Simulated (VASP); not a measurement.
# GdO (F-43m) in VASP: settings compared

The runs below take GdO through single point, with PBEsol-based global hybrid with 25 % exact exchange, HSE06.

Program: VASP 6.6.1. These are calculated values, not measurements. Logs are shortened: lines on timing, memory, paths and dates and some standing lists are left out, and cuts for length are marked.

## (1) The cell of the first run

The structure is cubic, space group F-43m (No. 216). Conventional cell: a = 5.317 Å, b = 5.317 Å, c = 5.317 Å, α = 90.00°, β = 90.00°, γ = 90.00°. Gd (site symmetry -43m) has 4 O at 2.30 Å within 3.0 Å. O (site symmetry -43m) has 4 Gd at 2.30 Å within 3.0 Å.

## (2) Single point, PBEsol-based global hybrid with 25 % exact exchange, collinear spin, ferromagnetic start

Input file POSCAR:

```
GdO
1.0
    0.0000000000      2.6586401171      2.6586401171
    2.6586401171      0.0000000000      2.6586401171
    2.6586401171      2.6586401171      0.0000000000
Gd O
1 1
Direct
    0.0000000000      0.0000000000      0.0000000000
    0.2500000000      0.2500000000      0.2500000000
```

Input file INCAR.step1:

```
PREC = Accurate
ENCUT = 520
EDIFF = 1E-5
ISMEAR = -1
SIGMA = 0.05
LREAL = False
LASPH = True
NELM = 150
ALGO = Normal
ISIF = 2
LWAVE = True
LCHARG = False
ISPIN = 2
MAGMOM = 7 0
LORBIT = 11
LMAXMIX = 6
GGA = PE
NBANDS = 23
```

Input file INCAR.step2:

```
PREC = Accurate
ENCUT = 520
EDIFF = 1E-7
ISMEAR = -1
SIGMA = 0.05
LREAL = False
LASPH = True
NELM = 150
ALGO = Normal
ISIF = 2
LWAVE = False
LCHARG = False
ISPIN = 2
MAGMOM = 7 0
LORBIT = 11
LMAXMIX = 6
GGA = PS
LHFCALC = True
AEXX = 0.25
PRECFOCK = Normal
ISTART = 1
NBANDS = 23
```

Input file KPOINTS:

```
regular mesh
0
Gamma
  5 5 5
```

Potentials or basis: VASP PAW PBE potentials, release 64 (Gd, O).

Command:

```console
> cat potpaw_PBE.64/Gd/POTCAR potpaw_PBE.64/O/POTCAR > POTCAR
> cp INCAR.step1 INCAR
> mpirun -np 1 vasp_std > vasp.out
> cp INCAR.step2 INCAR
> mpirun -np 1 vasp_std > vasp.out
```

OUTCAR:

```text
PREC = Accurate
   ENCUT = 520
   EDIFF = 1E-7
   ISMEAR = -1
   LREAL = False
   LASPH = True
   NELM = 150
   ISIF = 2
   ISPIN = 2
   LORBIT = 11
   GGA = PS
   LHFCALC = True
   AEXX = 0.25
   PRECFOCK = Normal
   ISTART = 1

 ion  position               nearest neighbor table
   1  0.000  0.000  0.000-   2 2.30   2 2.30   2 2.30   2 2.30
   2  0.250  0.250  0.250-   1 2.30   1 2.30   1 2.30   1 2.30

  LATTYP: Found a face centered cubic cell.
 ALAT       =     5.3172802342

  Lattice vectors:

 A1 = (   0.0000000000,   2.6586401171,   2.6586401171)
 A2 = (   2.6586401171,   0.0000000000,   2.6586401171)
 A3 = (   2.6586401171,   2.6586401171,   0.0000000000)

Analysis of symmetry for initial positions (statically):
=====================================================================
 Subroutine PRICEL returns:
 Original cell was already a primitive cell.

 Routine SETGRP: Setting up the symmetry group for a
 face centered cubic supercell.

 Subroutine GETGRP returns: Found 24 space group operations
 (whereof 24 operations were pure point group operations)
 out of a pool of 48 trial point group operations.

The static configuration has the point symmetry T_d .

Analysis of symmetry for dynamics (positions and initial velocities):
=====================================================================
 Subroutine PRICEL returns:
 Original cell was already a primitive cell.

 Routine SETGRP: Setting up the symmetry group for a
 face centered cubic supercell.

 Subroutine GETGRP returns: Found 24 space group operations
 (whereof 24 operations were pure point group operations)
 out of a pool of 48 trial point group operations.

The dynamic configuration has the point symmetry T_d .

Analysis of structural, dynamic, and magnetic symmetry:
=====================================================================
 Subroutine PRICEL returns:
 Original cell was already a primitive cell.

 Routine SETGRP: Setting up the symmetry group for a
 face centered cubic supercell.

 Subroutine GETGRP returns: Found 24 space group operations
 (whereof 24 operations were pure point group operations)
 out of a pool of 48 trial point group operations.

The overall configuration has the point symmetry T_d .

 Subroutine INISYM returns: Found 24 space group operations
 (whereof 24 operations are pure point group operations),
 and found     1 'primitive' translations

----------------------------------------------------------------------------------------

                                     Primitive cell

  volume of cell :      37.5845

  direct lattice vectors                    reciprocal lattice vectors
     0.000000000  2.658640117  2.658640117    -0.188066071  0.188066071  0.188066071
     2.658640117  0.000000000  2.658640117     0.188066071 -0.188066071  0.188066071
     2.658640117  2.658640117  0.000000000     0.188066071  0.188066071 -0.188066071

  length of vectors
     3.759884911  3.759884911  3.759884911     0.325739989  0.325739989  0.325739989

  position of ions in fractional coordinates (direct lattice)
     0.000000000  0.000000000  0.000000000
     0.250000000  0.250000000  0.250000000

  ion indices of the primitive-cell ions
   primitive index   ion index
                 1           1
                 2           2

----------------------------------------------------------------------------------------

 KPOINTS: regular mesh

Automatic generation of k-mesh.
 Grid dimensions read from file:
 generate k-points for:    5    5    5

 Generating k-lattice:

  Cartesian coordinates                     Fractional coordinates (reciprocal lattice)
    -0.037613214  0.037613214  0.037613214     0.200000000  0.000000000  0.000000000
     0.037613214 -0.037613214  0.037613214     0.000000000  0.200000000  0.000000000
     0.037613214  0.037613214 -0.037613214     0.000000000  0.000000000  0.200000000

  Length of vectors
     0.065147998  0.065147998  0.065147998

  Shift w.r.t. Gamma in fractional coordinates (k-lattice)
     0.000000000  0.000000000  0.000000000

 Subroutine IBZKPT returns following result:
 ===========================================

 Found     10 irreducible k-points:

 Following reciprocal coordinates:
            Coordinates               Weight
  0.000000  0.000000  0.000000      1.000000
  0.200000  0.000000  0.000000      8.000000
  0.400000  0.000000  0.000000      8.000000
  0.200000  0.200000  0.000000      6.000000
  0.400000  0.200000  0.000000     24.000000
 -0.400000  0.200000  0.000000     24.000000
 -0.200000  0.200000  0.000000     12.000000
  0.400000  0.400000  0.000000      6.000000
 -0.400000  0.400000  0.000000     12.000000
 -0.400000  0.400000  0.200000     24.000000
   k-points           NKPTS =     10   k-points in BZ     NKDIM =    125   number of bands    NBANDS=     23
   number of dos      NEDOS =    301   number of ions     NIONS =      2
   total plane-waves  NPLWV =  21952
   dimension x,y,z NGX =    28 NGY =   28 NGZ =   28
   dimension x,y,z NGXF=    56 NGYF=   56 NGZF=   56
   ions per type =               1   1
   NGX,Y,Z   is equivalent  to a cutoff of  12.38, 12.38, 12.38 a.u.
   NGXF,Y,Z  is equivalent  to a cutoff of  24.76, 24.76, 24.76 a.u.
 SYSTEM =  unknown system
   PREC   = accura    normal or accurate (medium, high low for compatibility)
   ISTART =      1    job   : 0-new  1-cont  2-samecut
   ICHARG =      0    charge: 1-file 2-atom 10-const
   ISPIN  =      2    spin polarized calculation?
   LNONCOLLINEAR =      F non collinear calculations
   LSORBIT =      F    spin-orbit coupling
   LASPH  =      T    aspherical Exc in radial PAW
   ENCUT  =  520.0 eV  38.22 Ry    6.18 a.u.   6.99  6.99  6.99*2*pi/ulx,y,z
   NELM   =    150;   NELMIN=  2; NELMDL=  0     # of ELM steps
   EDIFF  = 0.1E-06   stopping-criterion for ELM
   LREAL  =      F    real-space projection
   EDIFFG = 0.1E-05   stopping-criterion for IOM
   NSW    =      0    number of steps for IOM
   IBRION =     -1    ionic relax: 0-MD 1-quasi-New 2-CG
   NFREE  =      0    steps in history (QN), initial steepest desc. (CG)
   ISIF   =      2    stress and relaxation
   ISYM   =      3    0-nonsym 1-usesym 2-fastsym
   POTIM  = 0.5000    time-step for ionic-motion
   TEBEG  =    0.0;   TEEND  =   0.0 temperature during run
   PSTRESS=    0.0 pullay stress
   NELECT =      24.0000    total number of electrons
   NUPDOWN=      -1.0000    fix difference up-down
   EMIN   =  10.00;   EMAX   =-10.00  energy-range for DOS
   EFERMI =   0.00;   METHOD = LEGACY
   ISMEAR =    -1;   SIGMA  =   0.05  broadening in eV -4-tet -1-fermi 0-gaus
   EFERMI_NEDOS =   21; number of points for ismear=-14 and -15
   IALGO  =     38    algorithm
   IMIX   =      1    mixing-type and parameters
     AMIX     =   0.40;   BMIX     =  1.00
     AMIX_MAG =   1.60;   BMIX_MAG =  1.00
  volume/ion in A,a.u.               =      18.79       126.82
  Fermi-wavevector in a.u.,A,eV,Ry     =   1.409751  2.664043 27.040183  1.987397
  Thomas-Fermi vector in A             =   2.531775
   LORBIT       =     11    0 simple, 1 ext, 2 COOP (PROOUT), +10 PAW based schemes
   GGA     = PS    functional components
   LHFCALC =     T    Hartree Fock is set to
   PRECFOCK=normal    Normal, Fast or Accurate (Low or Medium for compatibility)
   ENCUT4O =  -1.0   cutoff for four orbital integrals eV
   NKREDX  =     1    reduce k-point grid by
   NKREDY  =     1    reduce k-point grid by
   NKREDZ  =     1    reduce k-point grid by
   AEXX    =    0.2500 exact exchange contribution
   HFSCREEN=    0.0000 screening length (either q_TF or 0.3 A-1)
   HFSCREENC=   0.0000 screening length for correlation (either q_TF or 0.3 A-1)
   ENCUTFOCK=  -1.0 apply spherical cutoff to Coloumb kernel
   IVDW    =     0    specifies the selected vdW correction
   LEPSILON=     F    determine dielectric tensor
   LRPA    =     F    only Hartree local field effects (RPA)
 spin polarized calculation
  energy-cutoff  :      520.00
  volume of cell :       37.58
 maximum number of plane-waves:      1031
  NGX = 24; NGY = 24; NGZ = 24

 number of electron      24.0000006 magnetization       7.9833004

 Free energy of the ion-electron system (eV)
  ---------------------------------------------------
  ext. energy  EPLUGINS =         0.00000000
  ---------------------------------------------------
  free energy    TOTEN  =       -38.90591493 eV

  energy without entropy =      -38.90464903  energy(sigma->0) =      -38.90528198

 E-fermi :   3.8379     XC(G=0):  -8.2740

 val. band max:        3.7390516649   @ k =   0.4000   0.0000   0.0000
 cond. band min:       5.0510259908   @ k =   0.2000   0.0000   0.0000
 fundamental gap:      1.3119743259
 Fermi energy:         3.8378625617

 spin component 1

 k-point     1 :       0.0000    0.0000    0.0000
  band No.  band energies     occupation
      1     -45.1333      1.00000
      2     -21.0597      1.00000
      3     -21.0597      1.00000
      4     -21.0597      1.00000
      5     -18.2728      1.00000
      6      -4.7529      1.00000
[... 233 lines left out ...]
      6      -4.8528      1.00000
[... 15 lines left out ...]
     22      14.2639      0.00000
     23      15.6942      0.00000
 Fermi energy:         3.8378625617

 spin component 2

 k-point     1 :       0.0000    0.0000    0.0000
  band No.  band energies     occupation
      1     -41.6363      1.00000
      2     -18.3885      1.00000
      3     -18.3885      1.00000
      4     -18.3885      1.00000
      5     -18.1011      1.00000
      6      -2.9905      1.00000
[... 249 lines left out ...]
     22      15.7786      0.00000
     23      17.2923      0.00000

------------------------ aborting loop because EDIFF is reached ----------------------------------------

  FORCE on cell =-STRESS in cart. coord.  units (eV):
  Direction    XX          YY          ZZ          XY          YZ          ZX
  --------------------------------------------------------------------------------------
  -------------------------------------------------------------------------------------
  Total        0.0304071      0.0304071      0.0304071     -0.0000000      0.0000000     -0.0000000
  in kB        1.2962144      1.2962144      1.2962144     -0.0000000      0.0000000     -0.0000000
  external PRESSURE =       1.2962144 kB  Pullay stress =       0.0000000 kB

 VOLUME and BASIS-vectors are now :
 -----------------------------------------------------------------------------
  energy-cutoff  :      520.00
  volume of cell :       37.58
      direct lattice vectors                 reciprocal lattice vectors
     0.000000000  2.658640117  2.658640117    -0.188066071  0.188066071  0.188066071
     2.658640117  0.000000000  2.658640117     0.188066071 -0.188066071  0.188066071
     2.658640117  2.658640117  0.000000000     0.188066071  0.188066071 -0.188066071

 POSITION                                       TOTAL-FORCE (eV/Angst)
 -----------------------------------------------------------------------------------
      0.00000      0.00000      0.00000         0.000000      0.000000      0.000000
      1.32932      1.32932      1.32932        -0.000000     -0.000000     -0.000000
 -----------------------------------------------------------------------------------
    total drift:                               -0.000008      0.000002      0.000002

  FREE ENERGIE OF THE ION-ELECTRON SYSTEM (eV)
  ---------------------------------------------------
  free  energy   TOTEN  =       -38.9059149268 eV

  energy  without entropy=      -38.9046490330  energy(sigma->0) =      -38.90528198

 total charge

# of ion       s       p       d       f       tot
--------------------------------------------------
    1        2.032   5.659   0.493   6.980  15.164
    2        1.568   3.479   0.000   0.000   5.047
--------------------------------------------------
tot          3.599   9.139   0.493   6.980  20.211

 magnetization (x)

# of ion       s       p       d       f       tot
--------------------------------------------------
    1        0.008  -0.031   0.195   6.910   7.083
    2        0.007   0.012   0.000   0.000   0.019
--------------------------------------------------
tot          0.015  -0.018   0.195   6.910   7.102
```

Wall time 2.3 h (1 thread of AMD EPYC 7R43 (Zen 3), shared host); peak memory 0.18 GiB.

What came out:

```yaml
Free_energy: -38.9059 eV
Pressure: 0.1 GPa
Band_gap_on_the_k_mesh: zero (filled and empty bands overlap)
Net_moment: 7.98 μB per cell
Site_moments: Gd +7.08; O +0.02 μB
Valence_electrons_inside_the_program's_atomic_spheres: Gd 15.16; O 5.05
```

Caveat: the k points lie up to 0.41 Å⁻¹ apart; the PAW data sets were made with another functional, which shifts forces and pressure a little; spin-orbit coupling is left out, which moves the levels of the heavy elements; a cell with one magnetic atom can't hold antiferromagnetic order, which such compounds often take.

## (3) Single point, HSE06, collinear spin, ferromagnetic start

This run uses another cell than the first one, of 19.68 Å³/atom.

Input file POSCAR:

```
GdO
1.0
    0.0000000000      2.7000000000      2.7000000000
    2.7000000000      0.0000000000      2.7000000000
    2.7000000000      2.7000000000      0.0000000000
Gd O
1 1
Direct
    0.0000000000      0.0000000000      0.0000000000
    0.2500000000      0.2500000000      0.2500000000
```

Input file INCAR.step1:

```
ALGO     = Normal         # electronic algorithm
EDIFF    = 1E-5           # SCF threshold, eV
ENCUT    = 520            # plane-wave cutoff, eV
GGA      = PE             # functional
ISIF     = 2              # what is computed and relaxed
ISMEAR   = -1             # smearing method
ISPIN    = 2              # spin polarisation
KPAR     = 4            
LASPH    = T              # aspherical terms in the spheres
LCHARG   = F              # write CHGCAR
LMAXMIX  = 6              # l up to which the mixer works
LORBIT   = 11             # projections on sites
LREAL    = F              # projectors in reciprocal space
LWAVE    = T              # write WAVECAR
MAGMOM   = 7 0            # initial moments
NBANDS   = 23             # bands
NELM     = 150            # most SCF steps
PREC     = Accurate       # precision mode
SIGMA    = 0.05           # smearing width, eV
```

Input file INCAR.step2:

```
ALGO     = Normal         # electronic algorithm
EDIFF    = 1E-6           # SCF threshold, eV
ENCUT    = 520            # plane-wave cutoff, eV
GGA      = PE             # functional
HFSCREEN = 0.2079         # screening, 1/A
ISIF     = 2              # what is computed and relaxed
ISMEAR   = -1             # smearing method
ISPIN    = 2              # spin polarisation
ISTART   = 1            
KPAR     = 4            
LASPH    = T              # aspherical terms in the spheres
LCHARG   = F              # write CHGCAR
LHFCALC  = T              # exact exchange
LMAXMIX  = 6              # l up to which the mixer works
LORBIT   = 11             # projections on sites
LREAL    = F              # projectors in reciprocal space
LWAVE    = F              # write WAVECAR
MAGMOM   = 7 0            # initial moments
NBANDS   = 23             # bands
NELM     = 150            # most SCF steps
PREC     = Accurate       # precision mode
PRECFOCK = Normal       
SIGMA    = 0.05           # smearing width, eV
```

Input file KPOINTS:

```
k-points
0
Gamma
  5 5 5
```

Potentials or basis: VASP PAW PBE potentials, release 64 (Gd, O).

Command:

```console
> cat potpaw_PBE.64/Gd/POTCAR potpaw_PBE.64/O/POTCAR > POTCAR
> cp INCAR.step1 INCAR
> mpirun -np 4 vasp_std > vasp.out
> cp INCAR.step2 INCAR
> mpirun -np 4 vasp_std > vasp.out
```

Run time: 19 min. Hardware: 4 MPI ranks of Intel Xeon Platinum 8375C at 2.90GHz (Ice Lake), shared host; peak memory 0.3 GiB.

It converged, with:

| Item | Value |
| --- | --- |
| Free energy | -36.2085 eV |
| Pressure | -2.2 GPa |
| Band gap on the k mesh | zero (filled and empty bands overlap) |
| Net moment | 7.99 μB per cell |
| Site moments | Gd +7.07; O +0.03 μB |
| Valence electrons inside the program's atomic spheres | Gd 15.14; O 5.04 |

Levels at points of the mesh, in eV from the Fermi level:
Spin up:
| k point | band 13 | band 14 | band 15 | band 16 | band 17 | band 18 | band 19 | band 20 |
| --- | --- | --- | --- | --- | --- | --- | --- | --- |
| (0.00, 0.00, 0.00) | -6.50 | -6.50 | -6.50 | -2.78 | 3.30 | 3.30 | 5.15 | 5.15 |
Spin down:
| k point | band 6 | band 7 | band 8 | band 9 | band 10 | band 11 |
| --- | --- | --- | --- | --- | --- | --- |
| (0.00, 0.00, 0.00) | -6.38 | -6.38 | -6.38 | -0.60 | 3.53 | 3.53 |

Caveat: the k points lie up to 0.40 Å⁻¹ apart, too coarse for converged energies and pressures of a metal; the PAW data sets were made with another functional, which shifts forces and pressure a little; spin-orbit coupling is left out, which moves the levels of the heavy elements; a cell with one magnetic atom can't hold antiferromagnetic order, which such compounds often take. The state reached can hang on the start; a lower one may exist.

The gap in the log of VASP goes by the Fermi energy; the results here count the filled bands.